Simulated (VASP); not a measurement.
# SiC3 (P-6m2) in VASP: a series of runs

SiC3 is run at these levels: PBE; tasks: single point, relaxation of cell and atoms.

Program: VASP 6.6.1. These are calculated values, not measurements. Logs are shortened: lines on timing, memory, paths and dates and some standing lists are left out, and cuts for length are marked.

## Step 1: The cell of the first run

The structure is hexagonal, space group P-6m2 (No. 187). Conventional cell: a = 2.696 Å, b = 2.696 Å, c = 8.520 Å, α = 90.00°, β = 90.00°, γ = 120.00°. Si (site symmetry -6m2) has 6 C at 2.64 Å and 6 Si at 2.70 Å within 3.5 Å. Within 3.5 Å of C (site symmetry -6m2) lie 12 C at 2.64 to 2.70 Å. C (site symmetry 3m) has 3 Si at 2.64 Å and 9 C at 2.64 to 2.70 Å within 3.5 Å.

## Step 2: Single point, PBE

The input, INCAR:

```
  PREC = Accurate
  ENCUT = 520
  EDIFF = 1E-6
  ISMEAR = 0
  SIGMA = 0.1
  LREAL = F
  LASPH = T
  NELM = 100
  ALGO = Normal
  ISIF = 2
  LWAVE = F
  LCHARG = F
  GGA = PE
  NBANDS = 16
```

The input, KPOINTS:

```
Automatic mesh
0
Gamma
  6 6 2
```

The input, POSCAR:

```
SiC3
1.0
    2.6962407100      0.0000000000      0.0000000000
   -1.3481203500      2.3350129500      0.0000000000
    0.0000000000      0.0000000000      8.5197689700
Si C
1 3
Direct
    0.3333333300      0.6666666700      0.0000000000
    0.3333333300      0.6666666700      0.5000000000
    0.6666666700      0.3333333300      0.2500000000
    0.6666666700      0.3333333300      0.7500000000
```

Potentials or basis: VASP PAW PBE potentials, release 64 (Si, C).

Command:

```bash
$ cat potpaw_PBE.64/Si/POTCAR potpaw_PBE.64/C/POTCAR > POTCAR
$ mpirun -np 1 vasp_std > vasp.out
```

OUTCAR:

```text
PREC = Accurate
   ENCUT = 520
   EDIFF = 1E-6
   ISMEAR = 0
   LREAL = F
   LASPH = T
   NELM = 100
   ISIF = 2
   GGA = PE

 ion  position               nearest neighbor table
   1  0.333  0.667  0.000-
   2  0.333  0.667  0.500-
   3  0.667  0.333  0.250-
   4  0.667  0.333  0.750-

  LATTYP: Found a hexagonal cell.
 ALAT       =     2.6962407100
 C/A-ratio  =     3.1598695689

  Lattice vectors:

 A1 = (   2.6962407100,   0.0000000000,   0.0000000000)
 A2 = (  -1.3481203500,   2.3350129500,   0.0000000000)
 A3 = (   0.0000000000,   0.0000000000,   8.5197689700)

Analysis of symmetry for initial positions (statically):
=====================================================================
 Subroutine PRICEL returns:
 Original cell was already a primitive cell.

 Routine SETGRP: Setting up the symmetry group for a
 hexagonal supercell.

 Subroutine GETGRP returns: Found 12 space group operations
 (whereof 12 operations were pure point group operations)
 out of a pool of 24 trial point group operations.

The static configuration has the point symmetry D_3h.

Analysis of symmetry for dynamics (positions and initial velocities):
=====================================================================
 Subroutine PRICEL returns:
 Original cell was already a primitive cell.

 Routine SETGRP: Setting up the symmetry group for a
 hexagonal supercell.

 Subroutine GETGRP returns: Found 12 space group operations
 (whereof 12 operations were pure point group operations)
 out of a pool of 24 trial point group operations.

The dynamic configuration has the point symmetry D_3h.

 Subroutine INISYM returns: Found 12 space group operations
 (whereof 12 operations are pure point group operations),
 and found     1 'primitive' translations

----------------------------------------------------------------------------------------

                                     Primitive cell

  volume of cell :      53.6384

  direct lattice vectors                    reciprocal lattice vectors
     2.696240710  0.000000000  0.000000000     0.370886767  0.214131574  0.000000000
    -1.348120350  2.335012950  0.000000000     0.000000000  0.428263149  0.000000000
     0.000000000  0.000000000  8.519768970     0.000000000  0.000000000  0.117374075

  length of vectors
     2.696240710  2.696240708  8.519768970     0.428263149  0.428263149  0.117374075

  position of ions in fractional coordinates (direct lattice)
     0.333333330  0.666666670  0.000000000
     0.333333330  0.666666670  0.500000000
     0.666666670  0.333333330  0.250000000
     0.666666670  0.333333330  0.750000000

  ion indices of the primitive-cell ions
   primitive index   ion index
                 1           1
                 2           2
                 3           3
                 4           4

----------------------------------------------------------------------------------------

 KPOINTS: Automatic mesh

Automatic generation of k-mesh.
 Grid dimensions read from file:
 generate k-points for:    6    6    2

 Generating k-lattice:

  Cartesian coordinates                     Fractional coordinates (reciprocal lattice)
     0.061814461  0.035688596  0.000000000     0.166666667  0.000000000  0.000000000
     0.000000000  0.071377192  0.000000000     0.000000000  0.166666667  0.000000000
     0.000000000  0.000000000  0.058687037     0.000000000  0.000000000  0.500000000

  Length of vectors
     0.071377192  0.071377192  0.058687037

  Shift w.r.t. Gamma in fractional coordinates (k-lattice)
     0.000000000  0.000000000  0.000000000

 Subroutine IBZKPT returns following result:
 ===========================================

 Found     14 irreducible k-points:

 Following reciprocal coordinates:
            Coordinates               Weight
  0.000000  0.000000  0.000000      1.000000
  0.166667  0.000000  0.000000      6.000000
  0.333333  0.000000  0.000000      6.000000
  0.500000  0.000000  0.000000      3.000000
  0.166667  0.166667  0.000000      6.000000
  0.333333  0.166667  0.000000     12.000000
  0.333333  0.333333  0.000000      2.000000
  0.000000  0.000000  0.500000      1.000000
  0.166667  0.000000  0.500000      6.000000
  0.333333  0.000000  0.500000      6.000000
  0.500000  0.000000  0.500000      3.000000
  0.166667  0.166667  0.500000      6.000000
  0.333333  0.166667  0.500000     12.000000
  0.333333  0.333333  0.500000      2.000000
   k-points           NKPTS =     14   k-points in BZ     NKDIM =     14   number of bands    NBANDS=     16
   number of dos      NEDOS =    301   number of ions     NIONS =      4
   total plane-waves  NPLWV =  25600
   dimension x,y,z NGX =    20 NGY =   20 NGZ =   64
   dimension x,y,z NGXF=    40 NGYF=   40 NGZF=  128
   ions per type =               1   3
   NGX,Y,Z   is equivalent  to a cutoff of  12.33, 12.33, 12.49 a.u.
   NGXF,Y,Z  is equivalent  to a cutoff of  24.66, 24.66, 24.98 a.u.
 SYSTEM =  unknown system
   PREC   = accura    normal or accurate (medium, high low for compatibility)
   ISTART =      0    job   : 0-new  1-cont  2-samecut
   ICHARG =      2    charge: 1-file 2-atom 10-const
   ISPIN  =      1    spin polarized calculation?
   LNONCOLLINEAR =      F non collinear calculations
   LSORBIT =      F    spin-orbit coupling
   LASPH  =      T    aspherical Exc in radial PAW
   ENCUT  =  520.0 eV  38.22 Ry    6.18 a.u.   5.01  5.01 15.84*2*pi/ulx,y,z
   NELM   =    100;   NELMIN=  2; NELMDL= -5     # of ELM steps
   EDIFF  = 0.1E-05   stopping-criterion for ELM
   LREAL  =      F    real-space projection
   EDIFFG = 0.1E-04   stopping-criterion for IOM
   NSW    =      0    number of steps for IOM
   IBRION =     -1    ionic relax: 0-MD 1-quasi-New 2-CG
   NFREE  =      0    steps in history (QN), initial steepest desc. (CG)
   ISIF   =      2    stress and relaxation
   ISYM   =      2    0-nonsym 1-usesym 2-fastsym
   POTIM  = 0.5000    time-step for ionic-motion
   TEBEG  =    0.0;   TEEND  =   0.0 temperature during run
   PSTRESS=    0.0 pullay stress
   NELECT =      16.0000    total number of electrons
   NUPDOWN=      -1.0000    fix difference up-down
   EMIN   =  10.00;   EMAX   =-10.00  energy-range for DOS
   EFERMI =   0.00;   METHOD = LEGACY
   ISMEAR =     0;   SIGMA  =   0.10  broadening in eV -4-tet -1-fermi 0-gaus
   EFERMI_NEDOS =   21; number of points for ismear=-14 and -15
   IALGO  =     38    algorithm
   IMIX   =      4    mixing-type and parameters
     AMIX     =   0.40;   BMIX     =  1.00
     AMIX_MAG =   1.60;   BMIX_MAG =  1.00
  volume/ion in A,a.u.               =      13.41        90.49
  Fermi-wavevector in a.u.,A,eV,Ry     =   1.093846  2.067069 16.279362  1.196499
  Thomas-Fermi vector in A             =   2.230139
   LORBIT       =      0    0 simple, 1 ext, 2 COOP (PROOUT), +10 PAW based schemes
   GGA     = PE    functional components
   LHFCALC =     F    Hartree Fock is set to
   AEXX    =    0.0000 exact exchange contribution
   IVDW    =     0    specifies the selected vdW correction
   LEPSILON=     F    determine dielectric tensor
   LRPA    =     F    only Hartree local field effects (RPA)
 non-spin polarized calculation
 Gauss-broadening in eV      SIGMA  =   0.10
  energy-cutoff  :      520.00
  volume of cell :       53.64
 maximum number of plane-waves:      1464
 NGX is ok and might be reduce to    20
   NGX =  9   NGY =  9   NGZ = 31

 number of electron      16.0000000 magnetization

 Free energy of the ion-electron system (eV)
  ---------------------------------------------------
  ext. energy  EPLUGINS =         0.00000000
  ---------------------------------------------------
  free energy    TOTEN  =       -16.92086372 eV

  energy without entropy =      -16.90597376  energy(sigma->0) =      -16.91341874

 E-fermi :   3.7728     XC(G=0): -10.3459

 val. band max:        3.7596590735   @ k =   0.3333   0.3333   0.5000
 cond. band min:       3.8762388664   @ k =   0.1667   0.1667   0.5000
 fundamental gap:      0.1165797929
 Fermi energy:         3.7727555564

 k-point     1 :       0.0000    0.0000    0.0000
  band No.  band energies     occupation
      1      -9.5799      2.00000
      2      -7.8207      2.00000
      3      -7.5023      2.00000
      4      -3.9025      2.00000
      5      -0.8535      2.00000
      6       4.6870      0.00000
[... 8 lines left out ...]
     15      14.6963      0.00000
     16      14.6963      0.00000

 k-point     2 :       0.1667    0.0000    0.0000
  band No.  band energies     occupation
      1      -8.9245      2.00000
      2      -7.2453      2.00000
      3      -6.8942      2.00000
      4      -3.3999      2.00000
      5      -0.2563      2.00000
      6       4.6913      0.00000
[... 8 lines left out ...]
     15      10.1617      0.00000
     16      12.7253      0.00000

 k-point     3 :       0.3333    0.0000    0.0000
  band No.  band energies     occupation
      1      -7.0516      2.00000
      2      -5.6433      2.00000
      3      -5.1748      2.00000
      4      -2.2022      2.00000
      5       1.3990      2.00000
      6       1.5512      2.00000
[... 8 lines left out ...]
     15       9.0755      0.00000
     16      11.1153      0.00000

 k-point     4 :       0.5000    0.0000    0.0000
  band No.  band energies     occupation
      1      -5.0001      2.00000
      2      -4.1689      2.00000
      3      -3.7960      2.00000
      4      -2.0805      2.00000
      5      -0.7650      2.00000
      6      -0.1693      2.00000
[... 8 lines left out ...]
     15       8.7607      0.00000
     16      10.5767      0.00000
[... 134 lines left out ...]
 k-point    12 :       0.1667    0.1667    0.5000
  band No.  band energies     occupation
      1      -7.4530      2.00000
      2      -6.9210      2.00000
      3      -4.5283      2.00000
      4      -3.5046      2.00000
      5       1.9982      2.00000
      6       2.4189      2.00000
[... 8 lines left out ...]
     15       8.7010      0.00000
     16       9.6334      0.00000

 k-point    13 :       0.3333    0.1667    0.5000
  band No.  band energies     occupation
      1      -5.1712      2.00000
      2      -4.9650      2.00000
      3      -3.3519      2.00000
      4      -1.6693      2.00000
      5       0.1521      2.00000
      6       0.6515      2.00000
[... 8 lines left out ...]
     15       7.7724      0.00000
     16       9.1447      0.00000

 k-point    14 :       0.3333    0.3333    0.5000
  band No.  band energies     occupation
      1      -3.9121      2.00000
      2      -3.6323      2.00000
      3      -3.3569      2.00000
      4      -0.4958      2.00000
      5       0.2233      2.00000
      6       1.0662      2.00000
[... 8 lines left out ...]
     15       6.5950      0.00000
     16       9.2682      0.00000

------------------------ aborting loop because EDIFF is reached ----------------------------------------

  FORCE on cell =-STRESS in cart. coord.  units (eV):
  Direction    XX          YY          ZZ          XY          YZ          ZX
  --------------------------------------------------------------------------------------
  -------------------------------------------------------------------------------------
  Total       -6.2933619     -6.2933619    -11.5358484     -0.0000000      0.0000000      0.0000000
  in kB     -187.9825400   -187.9825400   -344.5754637     -0.0000004      0.0000000      0.0000000
  external PRESSURE =    -240.1801812 kB  Pullay stress =       0.0000000 kB

 VOLUME and BASIS-vectors are now :
 -----------------------------------------------------------------------------
  energy-cutoff  :      520.00
  volume of cell :       53.64
      direct lattice vectors                 reciprocal lattice vectors
     2.696240710  0.000000000  0.000000000     0.370886767  0.214131574  0.000000000
    -1.348120350  2.335012950  0.000000000     0.000000000  0.428263149  0.000000000
     0.000000000  0.000000000  8.519768970     0.000000000  0.000000000  0.117374075

 POSITION                                       TOTAL-FORCE (eV/Angst)
 -----------------------------------------------------------------------------------
     -0.00000      1.55668      0.00000        -0.000000      0.000000      0.000000
     -0.00000      1.55668      4.25988        -0.000000      0.000000      0.000000
      1.34812      0.77834      2.12994         0.000000     -0.000000      0.113182
      1.34812      0.77834      6.38983         0.000000     -0.000000     -0.113182
 -----------------------------------------------------------------------------------
    total drift:                               -0.000003      0.000002      0.000000

  FREE ENERGIE OF THE ION-ELECTRON SYSTEM (eV)
  ---------------------------------------------------
  free  energy   TOTEN  =       -16.9208637179 eV

  energy  without entropy=      -16.9059737603  energy(sigma->0) =      -16.91341874
```

It took 25 s on 1 thread of Intel Xeon 8259CL, shared host; peak memory 0.15 GiB.

What came out:

| Item | Value |
| --- | --- |
| Free energy | -16.9209 eV |
| Pressure | -24.0 GPa |
| Largest force | 0.113 eV/Å |
| Band gap on the k mesh | zero (band 8 reaches 7.09 eV, above the bottom of band 9 at 1.81 eV) |

Forces in eV/Å, atoms in the order of the input:
```
Si   0.000  0.000  0.000
C    0.000  0.000  0.000
C    0.000  0.000  0.113
C    0.000  0.000 -0.113
```

Caveat: the k points lie up to 0.45 Å⁻¹ apart.

[end of part 1 of 3]
